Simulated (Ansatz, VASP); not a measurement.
Two plane-wave programs on Au

```xyz
6
Lattice="2.0455 -2.0455 0.0000 2.0455 0.0000 -2.0455 9.3367 9.3367 9.3367" Properties=species:S:1:pos:R:3 pbc="T T T"
Au    3.4090   -0.6820   -0.6820
Au    7.5000    7.5000    7.5000
Au    3.4090    1.3635    1.3635
Au    7.5000    3.4090    3.4090
Au    3.4090    3.4090    3.4090
Au    7.5000    5.4545    5.4545
```

Alike in both runs: task single point; functional PBE; k mesh 18 × 18 × 4; occupations gaussian, width 0.15 eV; no spin polarisation.

```csv
,VASP,Ansatz
version,VASP 6.6.1,Ansatz 0.2.0
potentials or method,"VASP PAW PBE potentials, release 64 (Au), cutoff 520 eV","scalar-relativistic, plane waves, PAW"
valence electrons in the cell,66,114
```

VASP gave:

- gap on the k mesh at the Fermi level (eV): none
- pressure (GPa): 3.4
- traceless stress, the component that is largest in VASP (GPa): 0.70
- rms of the force components (eV/Å): 0.165

Problem. Which values does Ansatz return?

Solution. gap on the k mesh at the Fermi level (eV): none; pressure (GPa): 3.6; traceless stress, the component that is largest in VASP (GPa): 0.71; rms of the force components (eV/Å): 0.168.

Atom by atom the forces differ by 0.004 eV/Å (rms over components). A gap of «none» marks a metal or a gap that the smearing closes. VASP's potentials hold 66 valence electrons a cell and Ansatz's 114, so a difference there can come from the potentials and not from the codes.

Neither program's run includes spin-orbit coupling.
